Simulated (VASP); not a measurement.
# CO2 (P-3m1) in VASP: a series of runs, part 2 of 2

VASP 6.6.1. Earlier steps stand in the parts before.

## Step 3: Relaxation of cell and atoms, PBE, target pressure 5 GPa, at which the enthalpy is minimised

The input, INCAR:

```
SYSTEM = CO2
PREC = Accurate
ENCUT = 600
EDIFF = 1E-6
ISMEAR = 1
SIGMA = 0.01
LREAL = .FALSE.
LASPH = .TRUE.
NELM = 80
ALGO = Normal
ISIF = 3
LWAVE = .FALSE.
LCHARG = .FALSE.
GGA = PE
IBRION = 2
NSW = 60
EDIFFG = -0.02
PSTRESS = 50.0
```

The input, KPOINTS:

```
regular mesh
0
G
  9 9 5
  0 0 0
```

The input, POSCAR:

```
CO2
1.0
    2.6900000000      0.0000000000      0.0000000000
   -1.3450000000      2.3296083362      0.0000000000
    0.0000000000      0.0000000000      4.3040000000
C O
1 2
Direct
    0.0000000000      0.0000000000      0.0000000000
    0.3333333333      0.6666666667      0.2500000000
    0.6666666667      0.3333333333      0.7500000000
```

Potentials or basis: VASP PAW PBE potentials, release 64 (C, O).

The run is started by

```bash
cat potpaw_PBE.64/C/POTCAR potpaw_PBE.64/O/POTCAR > POTCAR
mpirun -np 1 vasp_std > vasp.out
```

It took 1.8 min on 1 thread of Intel Xeon Platinum 8488C (Sapphire Rapids), shared host; peak memory 0.16 GiB.

It converged, with:

```yaml
Free_energy: -17.8292 eV
Relaxed_volume: 7.16 Å³/atom
Relaxed_cell: a = 2.359 Å, b = 2.359 Å, c = 4.452 Å, α = 90.00°, β = 90.00°, γ = 120.00°
Space_group_after_relaxing_to_0.1_Å: P-3m1 (No. 164)
Energy_change_on_relaxing_the_run_minimises_the_enthalpy: -802.5 meV/atom
Ionic_steps: 19
Pressure_after_relaxing: 4.8 GPa
Largest_force_after_relaxing: 0.013 eV/Å
Band_gap_on_the_k_mesh: 4.65 eV (least direct gap 5.09 eV)
```

Forces on the atoms (eV/Å):
```
C    0.000  0.000  0.000
O    0.000  0.000 -0.013
O    0.000  0.000  0.013
```

Stress tensor (GPa, compression positive):
```
4.60 0.00 0.00
0.00 4.60 0.00
0.00 0.00 5.27
```

Step by step:
```
step  energy change (eV)  largest force (eV/Å)  pressure (GPa)  volume (Å³)
   1              0.0000                4.4335          -46.33        26.97
   2             -1.1472                6.3357           78.50        17.22
   3             -2.1213                0.0637           -2.86        20.09
   4             -2.1213                0.3430            0.39        19.90
   5             -2.1176                0.5422            2.75        19.77
   6             -2.1870                0.6879           21.07        18.81
   7             -2.2230                0.2834           14.72        19.11
   8             -2.2971                0.7994            4.99        19.95
   9             -2.3146                1.0369            1.03        20.35
  10             -2.3522                0.5838            1.91        20.63
  11             -2.3818                0.0437            3.52        21.01
  12             -2.3853                0.1965            3.94        21.10
  13             -2.3948                0.1169            5.05        21.18
  14             -2.4007                0.0030            6.70        21.28
  15             -2.4004                0.0190            6.47        21.27
  16             -2.4046                0.0747            5.24        21.38
  17             -2.4051                0.0848            5.10        21.40
  18             -2.4072                0.0220            4.86        21.46
  19             -2.4074                0.0127            4.82        21.47
```

Final structure:
```
CELL_PARAMETERS angstrom
2.35948 0.00000 0.00000
-1.17974 2.04337 0.00000
0.00000 0.00000 4.45225
ATOMIC_POSITIONS crystal
C 0.00000 0.00000 0.00000
O 0.33333 0.66667 0.19727
O 0.66667 0.33333 0.80273
```

Levels at points of the mesh, in eV from the valence-band top:
```
           k point  band 6  band 7  band 8  band 9  band 10  band 11
(0.00, 0.00, 0.00)   -0.55   -0.55   -0.38    6.04     6.17     7.11
```

Caveat: the cell is relaxed towards a set pressure, so the run minimises the enthalpy, not the energy; the volume moved by over 15 % at a fixed basis, so the end points are rough. A k mesh can miss the band edges.

## Step 4: Relaxation of cell and atoms, PBE, target pressure 10 GPa, at which the enthalpy is minimised

The input, INCAR:

```
  PREC = Accurate
  ENCUT = 600
  EDIFF = 1E-6
  ISMEAR = 1
  SIGMA = 0.01
  LREAL = False
  LASPH = True
  NELM = 80
  ALGO = Normal
  ISIF = 3
  LWAVE = False
  LCHARG = False
  GGA = PE
  IBRION = 2
  NSW = 60
  EDIFFG = -0.02
  PSTRESS = 100.0
```

The input, KPOINTS:

```
regular mesh
0
Gamma
  9 9 5
```

POSCAR is that of step 3.

The run is started by

```bash
cat potpaw_PBE.64/C/POTCAR potpaw_PBE.64/O/POTCAR > POTCAR
mpirun -np 1 vasp_std > vasp.out
```

It took 80 s on 1 thread of Intel Xeon Platinum 8488C (Sapphire Rapids), shared host; peak memory 0.16 GiB.

The run converged. Its results:

```
Free energy                                                : -17.7782 eV
Relaxed volume                                             : 6.79 Å³/atom
Relaxed cell                                               : a = 2.347 Å, b = 2.347 Å, c = 4.272 Å, α = 90.00°, β = 90.00°, γ = 120.00°
Space group after relaxing (to 0.1 Å)                      : P-3m1 (No. 164)
Energy change on relaxing (the run minimises the enthalpy) : -785.5 meV/atom
Ionic steps                                                : 17
Pressure after relaxing                                    : 10.0 GPa
Largest force after relaxing                               : 0.019 eV/Å
Band gap on the k mesh                                     : 4.68 eV (least direct gap 5.17 eV)
```

Forces in eV/Å, atoms in the order of the input:
```
C    0.000  0.000  0.000
O    0.000  0.000 -0.019
O    0.000  0.000  0.019
```

Stress tensor (GPa, compression positive):
```
 9.95  0.00  0.00
 0.00  9.95  0.00
 0.00  0.00 10.12
```

Step by step:
| step | energy change (eV) | largest force (eV/Å) | pressure (GPa) | volume (Å³) |
| --- | --- | --- | --- | --- |
| 1 | 0.0000 | 4.4335 | -46.33 | 26.97 |
| 2 | -0.6865 | 7.5740 | 107.31 | 16.42 |
| 3 | -2.1238 | 0.0189 | 1.08 | 19.71 |
| 4 | -2.1185 | 0.3330 | 5.01 | 19.50 |
| 5 | -2.1109 | 0.5394 | 7.65 | 19.37 |
| 6 | -2.1371 | 0.8450 | 23.95 | 18.53 |
| 7 | -2.1825 | 0.3628 | 17.90 | 18.81 |
| 8 | -2.2626 | 0.5723 | 10.86 | 19.45 |
| 9 | -2.3175 | 0.8021 | 4.63 | 20.15 |
| 10 | -2.3463 | 0.2347 | 7.37 | 20.30 |
| 11 | -2.3542 | 0.0723 | 8.95 | 20.38 |
| 12 | -2.3545 | 0.0909 | 9.04 | 20.38 |
| 13 | -2.3542 | 0.0442 | 10.03 | 20.35 |
| 14 | -2.3534 | 0.0166 | 10.60 | 20.34 |
| 15 | -2.3554 | 0.0290 | 10.12 | 20.37 |
| 16 | -2.3554 | 0.0301 | 10.12 | 20.37 |
| 17 | -2.3564 | 0.0188 | 10.00 | 20.38 |

Final structure:
```cif
data_structure
_symmetry_space_group_name_H-M 'P 1'
_symmetry_Int_Tables_number 1
_cell_length_a 2.3473
_cell_length_b 2.3473
_cell_length_c 4.2719
_cell_angle_alpha 90.000
_cell_angle_beta 90.000
_cell_angle_gamma 120.000
_cell_volume 20.38
loop_
_atom_site_label
_atom_site_type_symbol
_atom_site_fract_x
_atom_site_fract_y
_atom_site_fract_z
_atom_site_occupancy
C1 C 0.00000 0.00000 0.00000 1
O1 O 0.33333 0.66667 0.20515 1
O2 O 0.66667 0.33333 0.79485 1
```

Levels at points of the mesh, in eV from the valence-band top:
```
           k point  band 6  band 7  band 8  band 9  band 10  band 11
(0.00, 0.00, 0.00)   -0.62   -0.62   -0.25    6.21     6.24     7.13
```

Caveat: the cell is relaxed towards a set pressure, so the run minimises the enthalpy, not the energy; the volume moved by over 15 % at a fixed basis, so the end points are rough.

## Step 5: Relaxation of cell and atoms, PBE, target pressure 20 GPa, at which the enthalpy is minimised

The input, INCAR:

```
ALGO = Normal ; EDIFF = 1E-6
EDIFFG = -0.02 ; ENCUT = 600
GGA = PE ; IBRION = 2
ISIF = 3 ; ISMEAR = 1
LASPH = True ; LCHARG = False
LREAL = False ; LWAVE = False
NELM = 80 ; NSW = 60
PREC = Accurate ; PSTRESS = 200.0
SIGMA = 0.01
```

The input, KPOINTS:

```
k-points
0
Gamma
  9 9 5
```

POSCAR is that of step 4.

The run is started by

```bash
cat potpaw_PBE.64/C/POTCAR potpaw_PBE.64/O/POTCAR > POTCAR
mpirun -np 1 vasp_std > vasp.out
```

It took 78 s on 1 thread of Intel Xeon Platinum 8488C (Sapphire Rapids), shared host; peak memory 0.15 GiB.

Results (log left out):

```
Free energy                                                : -17.6644 eV
Relaxed volume                                             : 6.38 Å³/atom
Relaxed cell                                               : a = 2.327 Å, b = 2.327 Å, c = 4.082 Å, α = 90.00°, β = 90.00°, γ = 120.00°
Space group after relaxing (to 0.1 Å)                      : P-3m1 (No. 164)
Energy change on relaxing (the run minimises the enthalpy) : -747.5 meV/atom
Ionic steps                                                : 12
Pressure after relaxing                                    : 20.1 GPa
Largest force after relaxing                               : 0.005 eV/Å
Band gap on the k mesh                                     : 4.74 eV (least direct gap 5.32 eV)
```

Forces on the atoms (eV/Å):
```
C    0.000  0.000  0.000
O    0.000  0.000 -0.005
O    0.000  0.000  0.005
```

Stress tensor (GPa, compression positive):
```
20.26  0.00  0.00
 0.00 20.26  0.00
 0.00  0.00 19.78
```

Step by step:
```
step  energy change (eV)  largest force (eV/Å)  pressure (GPa)  volume (Å³)
   1              0.0000                4.4335          -46.33        26.97
   2              0.6675               10.5479          182.79        14.89
   3             -2.1032                0.1398            8.55        19.07
   4             -2.0841                0.2475           14.11        18.80
   5             -2.0682                0.4658           17.32        18.65
   6             -2.0427                1.0381           29.45        18.06
   7             -2.0950                0.4780           24.58        18.28
   8             -2.1611                0.2081           23.15        18.60
   9             -2.2373                0.2004           21.90        19.11
  10             -2.2308                0.1614           21.98        19.06
  11             -2.2648                0.3955           15.67        19.36
  12             -2.2426                0.0048           20.10        19.14
```

Final structure:
```
CELL_PARAMETERS angstrom
2.32707 0.00000 0.00000
-1.16354 2.01530 0.00000
0.00000 0.00000 4.08203
ATOMIC_POSITIONS crystal
C 0.00000 0.00000 0.00000
O 0.33333 0.66667 0.21370
O 0.66667 0.33333 0.78630
```

Levels at points of the mesh, in eV from the valence-band top:
```tsv
k point	band 5	band 6	band 7	band 8	band 9	band 10	band 11	band 12
(0.00, 0.00, 0.00)	-1.93	-0.73	-0.73	-0.09	6.37	6.53	7.18	7.18
```

Caveat: the cell is relaxed towards a set pressure, so the run minimises the enthalpy, not the energy; the volume moved by over 15 % at a fixed basis, so the end points are rough.

## Step 6: Overview

| cell | gap on the mesh (eV) | pressure (GPa) | largest force (eV/Å) |
| --- | --- | --- | --- |
| relaxed | 4.60 | -0.1 | 0.01 |
| relaxed to 5 GPa | 4.65 | 4.8 | 0.01 |
| relaxed to 10 GPa | 4.68 | 10.0 | 0.02 |
| relaxed to 20 GPa | 4.74 | 20.1 | - |

Alike in all rows: task relaxation of cell and atoms; level PBE; potentials or basis VASP PAW PBE potentials, release 64 (C, O); no spin polarisation; k mesh 9 × 9 × 5; cutoff (eV) 600; smearing methfessel-paxton 0.01 eV.

Caveats: the cell is relaxed towards a set pressure, so the run minimises the enthalpy, not the energy (at least some runs); the volume moved by over 15 % at a fixed basis, so the end points are rough (at least some runs); this functional lacks dispersion, which binds layers or chains, so the pressure and a relaxed spacing across them are unreliable (at least some runs).

Total energies depend on the potentials used, so only differences within one code and one set of settings carry meaning.
